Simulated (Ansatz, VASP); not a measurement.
## ZnS: VASP beside Ansatz

```xyz
4
Lattice="3.8612 0.0000 0.0000 -1.9306 3.3439 0.0000 0.0000 0.0000 6.3160" Properties=species:S:1:pos:R:3 pbc="T T T"
Zn    1.9306    1.1146    3.1580
Zn    0.0000    2.2292    0.0000
S     1.9306    1.1146    5.5897
S     0.0000    2.2292    2.4317
```

Alike in both runs: task single point; functional RPBE; k mesh 8 × 8 × 5; occupations fermi-dirac, width 0.05 eV; no spin polarisation.

|  | VASP | Ansatz |
| --- | --- | --- |
| version | VASP 6.6.1 | Ansatz 0.2.0 |
| potentials or method | VASP PAW PBE potentials, release 64 (Zn, S) | Ansatz PAW |
| plane-wave cutoff (eV) | 520 | 420 |
| valence electrons in the cell | 36 | 36 |

|  | VASP | Ansatz | Ansatz less VASP |
| --- | --- | --- | --- |
| gap on the k mesh at the Fermi level (eV) | 2.24 | 2.24 | 0.000 |
| least direct gap on the mesh (eV) | 2.24 | 2.24 | 0.000 |
| pressure (GPa) | 2.1 | 2.0 | -0.11 |
| traceless stress, the component that is largest in VASP (GPa) | -1.11 | -1.10 | +0.014 |
| rms of the force components (eV/Å) | 0.164 | 0.162 | -0.0016 |

VASP's potentials were made for PBE, not for RPBE. Atom by atom the forces differ by 0.002 eV/Å (rms over components).

Noted on Ansatz's run: odd divisions of the mesh miss points on the zone boundary, where band edges often lie, so the gap on the mesh can be too wide.
